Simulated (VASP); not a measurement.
A run of VASP 6.6.1 is set up as follows.

The input INCAR:

```
SYSTEM = ZrC
  PREC = Accurate
  ENCUT = 520
  EDIFF = 1E-6
  ISMEAR = 0
  SIGMA = 0.1
  LREAL = .FALSE.
  LASPH = .TRUE.
  NELM = 60
  ALGO = Normal
  ISIF = 2
  LWAVE = .FALSE.
  LCHARG = .FALSE.
  GGA = PS
  NBANDS = 15
```

KPOINTS

```
regular mesh
0
G
  14 14 14
  0 0 0
```

The input POSCAR:

```
ZrC
1.0
   -0.0129966613      2.4845009994      2.4870392262
    2.4358281503      0.0016921512      2.4723504137
    2.4273908964      2.4613749330      0.0101294051
Zr C
1 1
Direct
    0.4926900149      0.5047272371      0.5077652635
    0.0073099851     -0.0047272371     -0.0077652635
```

Potentials or basis: VASP PAW PBE potentials, release 64 (Zr_sv, C).

Command:

```bash
$ cat potpaw_PBE.64/Zr_sv/POTCAR potpaw_PBE.64/C/POTCAR > POTCAR
$ mpirun -np 1 vasp_std > vasp.out
```

Q: Estimate the largest force.

A: 0.234 eV/Å.

Q: Predict the band gap on the k mesh.

A: Zero (bands 8 and 9 overlap by 1.21 eV).

Q: What does it give for the pressure?

A: -26.6 GPa.

Stress tensor (GPa, compression positive):
```
-24.64   1.15   0.31
  1.15 -27.54  -1.30
  0.31  -1.30 -27.69
```

Caveat: the cell differs from its parent crystal (atoms moved at random and the cell strained at random); the cell stands under tension; the PAW data sets were made with another functional, which shifts forces and pressure a little.
